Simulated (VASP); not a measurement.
# Al3GaN4 (Cm) in VASP: further runs

The runs below take Al3GaN4 through single point, with PBEsol.

Program: VASP 6.6.1. These are calculated values, not measurements. Logs are shortened: lines on timing, memory, paths and dates and some standing lists are left out, and cuts for length are marked.

### Step 1. The cell of the first run

It takes space group Cm (No. 8, monoclinic). The conventional cell has a = 6.225 Å, b = 6.225 Å, c = 4.401 Å, α = 90.00°, β = 90.00°, γ = 90.00°. Within 2.4 Å of Al (site symmetry m) lie 4 N at 1.79 to 1.93 Å. Al (site symmetry 1) has 4 N at 1.89 Å within 2.5 Å. Ga (site symmetry m) has 4 N at 1.95 Å within 2.6 Å. Within 2.4 Å of N (site symmetry m) lie 3 Al at 1.79 to 1.89 Å and 1 Ga at 1.95 Å. Within 2.5 Å of N (site symmetry 1) lie 3 Al at 1.89 to 1.93 Å and 1 Ga at 1.95 Å. N (site symmetry m) has 3 Al at 1.89 to 1.92 Å and 1 Ga at 1.95 Å within 2.5 Å.

### Step 2. Single point, PBEsol (atom 1 (Al) moved +0.100 Å towards its neighbour atom 5 (N) at 1.892 Å)

File INCAR:

```
SYSTEM = Al3GaN4
  ALGO = Normal
  EDIFF = 1E-7
  ENCUT = 520
  GGA = PS
  ISIF = 2
  ISMEAR = 0
  LASPH = .TRUE.
  LCHARG = .FALSE.
  LREAL = .FALSE.
  LWAVE = .FALSE.
  NBANDS = 31
  NELM = 60
  PREC = Accurate
  SIGMA = 0.05
```

File KPOINTS:

```
k-points
0
G
  6 6 6
  0 0 0
```

File POSCAR:

```
Al3GaN4
1.0
    4.4014385300      0.0000000000      0.0000000000
    0.0000000000      4.4014385300      0.0000000000
    0.0000000000      0.0000000000      4.4014385300
Al Ga N
3 1 4
Direct
    0.5129083712      0.5129083712      0.0135255038
    0.5000000000      0.0000000000      0.5000000000
    0.0000000000      0.5000000000      0.5000000000
    0.0000000000      0.0000000000      0.0000000000
    0.7441634300      0.7441634300      0.2558365700
    0.7441634300      0.2558365700      0.7441634300
    0.2558365700      0.7441634300      0.7441634300
    0.2558365700      0.2558365700      0.2558365700
```

Potentials or basis: VASP PAW PBE potentials, release 64 (Al, Ga_d, N).

Command:

```
> cat potpaw_PBE.64/Al/POTCAR potpaw_PBE.64/Ga_d/POTCAR potpaw_PBE.64/N/POTCAR > POTCAR
> mpirun -np 1 vasp_std > vasp.out
```

OUTCAR:

```text
SYSTEM = Al3GaN4
   EDIFF = 1E-7
   ENCUT = 520
   GGA = PS
   ISIF = 2
   ISMEAR = 0
   LASPH = .TRUE.
   LREAL = .FALSE.
   NELM = 60
   PREC = Accurate

 ion  position               nearest neighbor table
   1  0.513  0.513  0.014-   5 1.79   8 1.92   7 1.93   6 1.93   2 3.03   3 3.03   4 3.03   2 3.11
                             3 3.11   4 3.11   4 3.11   2 3.12   3 3.12   2 3.20   3 3.20
   2  0.500  0.000  0.500-   5 1.89   6 1.89   7 1.89   8 1.89   1 3.03   1 3.11   3 3.11   4 3.11
                             4 3.11   3 3.11   3 3.11   4 3.11   4 3.11   3 3.11   1 3.12   1 3.20
   3  0.000  0.500  0.500-   5 1.89   6 1.89   7 1.89   8 1.89   1 3.03   1 3.11   2 3.11   4 3.11
                             4 3.11   2 3.11   4 3.11   4 3.11   2 3.11   2 3.11   1 3.12   1 3.20
   4  0.000  0.000  0.000-   5 1.95   6 1.95   7 1.95   8 1.95   1 3.03   2 3.11   3 3.11   2 3.11
                             3 3.11   3 3.11   3 3.11   2 3.11   2 3.11   1 3.11   1 3.11
   5  0.744  0.744  0.256-   1 1.79   2 1.89   3 1.89   4 1.95
   6  0.744  0.256  0.744-   2 1.89   3 1.89   1 1.93   4 1.95
   7  0.256  0.744  0.744-   2 1.89   3 1.89   1 1.93   4 1.95
   8  0.256  0.256  0.256-   2 1.89   3 1.89   1 1.92   4 1.95

  LATTYP: Found a simple cubic cell.
 ALAT       =     4.4014385300

  Lattice vectors:

 A1 = (   4.4014385300,   0.0000000000,   0.0000000000)
 A2 = (   0.0000000000,   4.4014385300,   0.0000000000)
 A3 = (   0.0000000000,   0.0000000000,   4.4014385300)

Analysis of symmetry for initial positions (statically):
=====================================================================
 Subroutine PRICEL returns:
 Original cell was already a primitive cell.

 Routine SETGRP: Setting up the symmetry group for a
 simple cubic supercell.

 Subroutine GETGRP returns: Found  2 space group operations
 (whereof  2 operations were pure point group operations)
 out of a pool of 48 trial point group operations.

The static configuration has the point symmetry C_1h.

Analysis of symmetry for dynamics (positions and initial velocities):
=====================================================================
 Subroutine PRICEL returns:
 Original cell was already a primitive cell.

 Routine SETGRP: Setting up the symmetry group for a
 simple cubic supercell.

 Subroutine GETGRP returns: Found  2 space group operations
 (whereof  2 operations were pure point group operations)
 out of a pool of 48 trial point group operations.

The dynamic configuration has the point symmetry C_1h.

 Subroutine INISYM returns: Found  2 space group operations
 (whereof  2 operations are pure point group operations),
 and found     1 'primitive' translations

----------------------------------------------------------------------------------------

                                     Primitive cell

  volume of cell :      85.2676

  direct lattice vectors                    reciprocal lattice vectors
     4.401438530  0.000000000  0.000000000     0.227198447  0.000000000  0.000000000
     0.000000000  4.401438530  0.000000000     0.000000000  0.227198447  0.000000000
     0.000000000  0.000000000  4.401438530     0.000000000  0.000000000  0.227198447

  length of vectors
     4.401438530  4.401438530  4.401438530     0.227198447  0.227198447  0.227198447

  position of ions in fractional coordinates (direct lattice)
     0.512908371  0.512908371  0.013525504
     0.500000000  0.000000000  0.500000000
     0.000000000  0.500000000  0.500000000
     0.000000000  0.000000000  0.000000000
     0.744163430  0.744163430  0.255836570
     0.744163430  0.255836570  0.744163430
     0.255836570  0.744163430  0.744163430
     0.255836570  0.255836570  0.255836570

  ion indices of the primitive-cell ions
   primitive index   ion index
                 1           1
                 2           2
                 3           3
                 4           4
                 5           5
                 6           6
                 7           7
                 8           8

----------------------------------------------------------------------------------------

 KPOINTS: k-points

Automatic generation of k-mesh.
 Grid dimensions read from file:
 generate k-points for:    6    6    6

 Generating k-lattice:

  Cartesian coordinates                     Fractional coordinates (reciprocal lattice)
     0.037866408  0.000000000  0.000000000     0.166666667  0.000000000  0.000000000
     0.000000000  0.037866408  0.000000000     0.000000000  0.166666667  0.000000000
     0.000000000  0.000000000  0.037866408     0.000000000  0.000000000  0.166666667

  Length of vectors
     0.037866408  0.037866408  0.037866408

  Shift w.r.t. Gamma in fractional coordinates (k-lattice)
     0.000000000  0.000000000  0.000000000

 Subroutine IBZKPT returns following result:
 ===========================================

 Found     68 irreducible k-points:

 Following reciprocal coordinates:
            Coordinates               Weight
  0.000000  0.000000  0.000000      1.000000
  0.166667  0.000000  0.000000      4.000000
  0.000000  0.000000  0.166667      2.000000
  0.333333  0.000000  0.000000      4.000000
  0.000000  0.000000  0.333333      2.000000
  0.500000  0.000000  0.000000      2.000000
[... 16 lines left out ...]
 -0.333333  0.333333  0.000000      2.000000
 -0.333333  0.000000  0.333333      4.000000
 [... further k-points ...]
   k-points           NKPTS =     68   k-points in BZ     NKDIM =     68   number of bands    NBANDS=     31
   number of dos      NEDOS =    301   number of ions     NIONS =      8
   total plane-waves  NPLWV =  46656
   dimension x,y,z NGX =    36 NGY =   36 NGZ =   36
   dimension x,y,z NGXF=    72 NGYF=   72 NGZF=   72
   ions per type =               3   1   4
   NGX,Y,Z   is equivalent  to a cutoff of  13.60, 13.60, 13.60 a.u.
   NGXF,Y,Z  is equivalent  to a cutoff of  27.19, 27.19, 27.19 a.u.
 SYSTEM =  Al3GaN4
   PREC   = accura    normal or accurate (medium, high low for compatibility)
   ISTART =      0    job   : 0-new  1-cont  2-samecut
   ICHARG =      2    charge: 1-file 2-atom 10-const
   ISPIN  =      1    spin polarized calculation?
   LNONCOLLINEAR =      F non collinear calculations
   LSORBIT =      F    spin-orbit coupling
   LASPH  =      T    aspherical Exc in radial PAW
   ENCUT  =  520.0 eV  38.22 Ry    6.18 a.u.   8.18  8.18  8.18*2*pi/ulx,y,z
   NELM   =     60;   NELMIN=  2; NELMDL= -5     # of ELM steps
   EDIFF  = 0.1E-06   stopping-criterion for ELM
   LREAL  =      F    real-space projection
   EDIFFG = 0.1E-05   stopping-criterion for IOM
   NSW    =      0    number of steps for IOM
   IBRION =     -1    ionic relax: 0-MD 1-quasi-New 2-CG
   NFREE  =      0    steps in history (QN), initial steepest desc. (CG)
   ISIF   =      2    stress and relaxation
   ISYM   =      2    0-nonsym 1-usesym 2-fastsym
   POTIM  = 0.5000    time-step for ionic-motion
   TEBEG  =    0.0;   TEEND  =   0.0 temperature during run
   PSTRESS=    0.0 pullay stress
   NELECT =      42.0000    total number of electrons
   NUPDOWN=      -1.0000    fix difference up-down
   EMIN   =  10.00;   EMAX   =-10.00  energy-range for DOS
   EFERMI =   0.00;   METHOD = LEGACY
   ISMEAR =     0;   SIGMA  =   0.05  broadening in eV -4-tet -1-fermi 0-gaus
   EFERMI_NEDOS =   21; number of points for ismear=-14 and -15
   IALGO  =     38    algorithm
   IMIX   =      4    mixing-type and parameters
     AMIX     =   0.40;   BMIX     =  1.00
     AMIX_MAG =   1.60;   BMIX_MAG =  1.00
  volume/ion in A,a.u.               =      10.66        71.93
  Fermi-wavevector in a.u.,A,eV,Ry     =   1.292895  2.443217 22.743196  1.671578
  Thomas-Fermi vector in A             =   2.424575
   LORBIT       =      0    0 simple, 1 ext, 2 COOP (PROOUT), +10 PAW based schemes
   GGA     = PS    functional components
   LHFCALC =     F    Hartree Fock is set to
   AEXX    =    0.0000 exact exchange contribution
   IVDW    =     0    specifies the selected vdW correction
   LEPSILON=     F    determine dielectric tensor
   LRPA    =     F    only Hartree local field effects (RPA)
 non-spin polarized calculation
 Gauss-broadening in eV      SIGMA  =   0.05
  energy-cutoff  :      520.00
  volume of cell :       85.27
 maximum number of plane-waves:      2320
 NGX is ok and might be reduce to    36
   NGX = 17   NGY = 17   NGZ = 17

 number of electron      41.9999993 magnetization

 Free energy of the ion-electron system (eV)
  ---------------------------------------------------
  ext. energy  EPLUGINS =         0.00000000
  ---------------------------------------------------
  free energy    TOTEN  =       -59.83306513 eV

  energy without entropy =      -59.83306513  energy(sigma->0) =      -59.83306513

 E-fermi :   5.9433     XC(G=0): -11.3453

 val. band max:        5.7075281233   @ k =   0.1667   0.1667   0.0000
 cond. band min:       8.8463374393   @ k =   0.0000   0.0000   0.0000
 fundamental gap:      3.1388093160
 Fermi energy:         5.9433204323

 k-point     1 :       0.0000    0.0000    0.0000
  band No.  band energies     occupation
      1      -9.5428      2.00000
      2      -7.8431      2.00000
      3      -7.7110      2.00000
      4      -7.7080      2.00000
      5      -6.9706      2.00000
      6      -6.9701      2.00000
[... 23 lines left out ...]
     30      17.5169      0.00000
     31      17.5351      0.00000

 k-point     2 :       0.1667    0.0000    0.0000
  band No.  band energies     occupation
      1      -9.4157      2.00000
      2      -7.8753      2.00000
      3      -7.7427      2.00000
      4      -7.7163      2.00000
      5      -6.9688      2.00000
      6      -6.9656      2.00000
[... 23 lines left out ...]
     30      17.7079      0.00000
     31      17.7149      0.00000

 k-point     3 :       0.0000    0.0000    0.1667
  band No.  band energies     occupation
      1      -9.4157      2.00000
      2      -7.8759      2.00000
      3      -7.7397      2.00000
      4      -7.7186      2.00000
      5      -6.9692      2.00000
      6      -6.9653      2.00000
[... 23 lines left out ...]
     30      17.7094      0.00000
     31      17.7205      0.00000

 k-point     4 :       0.3333    0.0000    0.0000
  band No.  band energies     occupation
      1      -9.0615      2.00000
      2      -8.0636      2.00000
      3      -7.7940      2.00000
      4      -7.7310      2.00000
      5      -6.9660      2.00000
      6      -6.9519      2.00000
[... 23 lines left out ...]
     30      17.4597      0.00000
     31      17.9815      0.00000

 k-point     5 :       0.0000    0.0000    0.3333
  band No.  band energies     occupation
      1      -9.0617      2.00000
      2      -8.0640      2.00000
      3      -7.7905      2.00000
      4      -7.7333      2.00000
      5      -6.9663      2.00000
      6      -6.9516      2.00000
[... 23 lines left out ...]
     30      17.4623      0.00000
     31      17.9850      0.00000
[... 542 lines left out ...]
     30      16.1073      0.00000
     31      16.3100      0.00000

 k-point    22 :       0.0000    0.3333    0.3333
  band No.  band energies     occupation
      1      -8.6828      2.00000
      2      -8.0779      2.00000
      3      -7.8935      2.00000
      4      -7.7095      2.00000
      5      -6.9532      2.00000
      6      -6.9437      2.00000
[... 23 lines left out ...]
     30      16.1664      0.00000
     31      16.3232      0.00000

 k-point    23 :      -0.3333    0.3333    0.0000
  band No.  band energies     occupation
      1      -8.6845      2.00000
      2      -8.0769      2.00000
      3      -7.8910      2.00000
      4      -7.7116      2.00000
      5      -6.9530      2.00000
      6      -6.9441      2.00000
[... 23 lines left out ...]
     30      16.2610      0.00000
     31      16.2667      0.00000

 k-point    24 :      -0.3333    0.0000    0.3333
  band No.  band energies     occupation
      1      -8.6928      2.00000
      2      -8.0048      2.00000
      3      -7.9456      2.00000
      4      -7.7200      2.00000
      5      -6.9532      2.00000
      6      -6.9438      2.00000
[... 23 lines left out ...]
     30      16.1498      0.00000
     31      16.2864      0.00000

 [... further k-points ...]

------------------------ aborting loop because EDIFF is reached ----------------------------------------

  FORCE on cell =-STRESS in cart. coord.  units (eV):
  Direction    XX          YY          ZZ          XY          YZ          ZX
  --------------------------------------------------------------------------------------
  -------------------------------------------------------------------------------------
  Total        0.5890929      0.5890929      0.6047210      0.7402269      0.6780216      0.6780216
  in kB       11.0690531     11.0690531     11.3627041     13.9088600     12.7400218     12.7400224
  external PRESSURE =      11.1669368 kB  Pullay stress =       0.0000000 kB

 VOLUME and BASIS-vectors are now :
 -----------------------------------------------------------------------------
  energy-cutoff  :      520.00
  volume of cell :       85.27
      direct lattice vectors                 reciprocal lattice vectors
     4.401438530  0.000000000  0.000000000     0.227198447  0.000000000  0.000000000
     0.000000000  4.401438530  0.000000000     0.000000000  0.227198447  0.000000000
     0.000000000  0.000000000  4.401438530     0.000000000  0.000000000  0.227198447

 POSITION                                       TOTAL-FORCE (eV/Angst)
 -----------------------------------------------------------------------------------
      2.25753      2.25753      0.05953        -1.380263     -1.380263     -1.495554
      2.20072      0.00000      2.20072        -0.169070      0.254404      0.267720
      0.00000      2.20072      2.20072         0.254404     -0.169070      0.267720
      0.00000      0.00000      0.00000         0.261995      0.261995     -0.200039
      3.27539      3.27539      1.12605         0.750620      0.750620      0.687381
      3.27539      1.12605      3.27539         0.008271      0.155586      0.288991
      1.12605      3.27539      3.27539         0.155586      0.008271      0.288991
      1.12605      1.12605      1.12605         0.118458      0.118458     -0.105210
 -----------------------------------------------------------------------------------
    total drift:                               -0.000000     -0.000000      0.000071

  FREE ENERGIE OF THE ION-ELECTRON SYSTEM (eV)
  ---------------------------------------------------
  free  energy   TOTEN  =       -59.8330651275 eV

  energy  without entropy=      -59.8330651275  energy(sigma->0) =      -59.83306513
```

It took 1.9 min on 1 thread of Intel Xeon Platinum 8488C (Sapphire Rapids), shared host; peak memory 0.3 GiB.

What came out:

- Free energy: -59.8331 eV
- Pressure: 1.1 GPa
- Largest force: 2.459 eV/Å
- Band gap on the k mesh: 3.14 eV, indirect (the least direct gap lies 4.1 meV higher)

Forces in eV/Å, atoms in the order of the input:
```
Al  -1.380 -1.380 -1.496
Al  -0.169  0.254  0.268
Al   0.254 -0.169  0.268
Ga   0.262  0.262 -0.200
N    0.751  0.751  0.687
N    0.008  0.156  0.289
N    0.156  0.008  0.289
N    0.118  0.118 -0.105
```

Levels at points of the mesh, in eV from the valence-band top:
| k point | band 18 | band 19 | band 20 | band 21 | band 22 | band 23 | band 24 | band 25 |
| --- | --- | --- | --- | --- | --- | --- | --- | --- |
| (0.00, 0.00, 0.00) | -1.98 | -0.11 | -0.03 | 0.00 | 3.14 | 3.15 | 3.26 | 3.65 |
| (0.50, 0.00, 0.00) | -1.40 | -1.18 | -1.03 | -0.92 | 5.40 | 5.52 | 5.90 | 6.19 |
| (0.00, 0.00, 0.50) | -1.36 | -1.23 | -1.09 | -0.85 | 5.41 | 5.52 | 5.90 | 6.19 |
| (0.50, 0.50, 0.00) | -0.93 | -0.74 | -0.59 | -0.41 | 7.19 | 7.32 | 7.40 | 7.70 |
| (0.00, 0.50, 0.50) | -0.96 | -0.68 | -0.57 | -0.46 | 7.17 | 7.30 | 7.43 | 7.72 |
| (0.50, 0.50, 0.50) | -0.58 | -0.54 | -0.36 | -0.30 | 5.40 | 6.82 | 6.90 | 6.91 |

Caveat: the cell differs from its parent crystal (atom 1 (Al) moved +0.100 Å towards its neighbour atom 5 (N) at 1.892 Å); the PAW data sets were made with another functional, which shifts forces and pressure a little. A k mesh can miss the band edges.

### Step 3. Single point, PBEsol (atom 1 (Al) moved -0.080 Å towards its neighbour atom 5 (N) at 1.892 Å)

File INCAR:

```
PREC = Accurate ; ENCUT = 520
EDIFF = 1E-6 ; ISMEAR = 0
SIGMA = 0.05 ; LREAL = F
LASPH = T ; NELM = 80
ALGO = Normal ; ISIF = 2
LWAVE = F ; LCHARG = F
GGA = PS ; NBANDS = 31
```

File KPOINTS:

```
regular mesh
0
Gamma
  6 6 6
```

POSCAR, as its differences from that of step 2:

```diff
@@ -8,3 +8,3 @@
 Direct
-    0.5129083712      0.5129083712      0.0135255038
+    0.4896733031      0.4896733031     -0.0108204030
     0.5000000000      0.0000000000      0.5000000000
```

Potentials or basis: VASP PAW PBE potentials, release 64 (Al, Ga_d, N).

Command:

```
> cat potpaw_PBE.64/Al/POTCAR potpaw_PBE.64/Ga_d/POTCAR potpaw_PBE.64/N/POTCAR > POTCAR
> mpirun -np 1 vasp_std > vasp.out
```

Wall time 98 s (1 thread of Intel Xeon Platinum 8488C (Sapphire Rapids), shared host); peak memory 0.3 GiB.

The run converged. Its results:

| Item | Value |
| --- | --- |
| Free energy | -59.8879 eV |
| Pressure | 0.9 GPa |
| Largest force | 1.476 eV/Å |
| Band gap on the k mesh | 2.99 eV, direct |

Forces in eV/Å, atoms in the order of the input:
```
Al   0.816  0.816  0.920
Al   0.143 -0.211 -0.220
Al  -0.211  0.143 -0.220
Ga  -0.214 -0.214  0.161
N   -0.220 -0.220 -0.378
N    0.133 -0.244 -0.128
N   -0.244  0.133 -0.128
N   -0.203 -0.203 -0.008
```

Stress tensor (GPa, compression positive):
```
 0.92 -0.76 -0.59
-0.76  0.92 -0.59
-0.59 -0.59  0.92
```

Levels at points of the mesh, in eV from the valence-band top:
| k point | band 18 | band 19 | band 20 | band 21 | band 22 | band 23 | band 24 | band 25 |
| --- | --- | --- | --- | --- | --- | --- | --- | --- |
| (0.00, 0.00, 0.00) | -1.97 | -0.09 | -0.08 | 0.00 | 2.99 | 3.36 | 3.37 | 3.45 |
| (0.50, 0.00, 0.00) | -1.39 | -1.18 | -1.04 | -0.94 | 5.35 | 5.58 | 5.98 | 6.09 |
| (0.00, 0.00, 0.50) | -1.35 | -1.24 | -1.09 | -0.88 | 5.35 | 5.59 | 5.98 | 6.09 |
| (0.50, 0.50, 0.00) | -0.94 | -0.71 | -0.59 | -0.47 | 7.14 | 7.31 | 7.49 | 7.70 |
| (0.00, 0.50, 0.50) | -0.96 | -0.65 | -0.56 | -0.53 | 7.12 | 7.33 | 7.51 | 7.70 |
| (0.50, 0.50, 0.50) | -0.56 | -0.49 | -0.44 | -0.31 | 5.40 | 6.85 | 6.87 | 6.91 |

Caveat: the cell differs from its parent crystal (atom 1 (Al) moved -0.080 Å towards its neighbour atom 5 (N) at 1.892 Å); the PAW data sets were made with another functional, which shifts forces and pressure a little. A k mesh can miss the band edges.
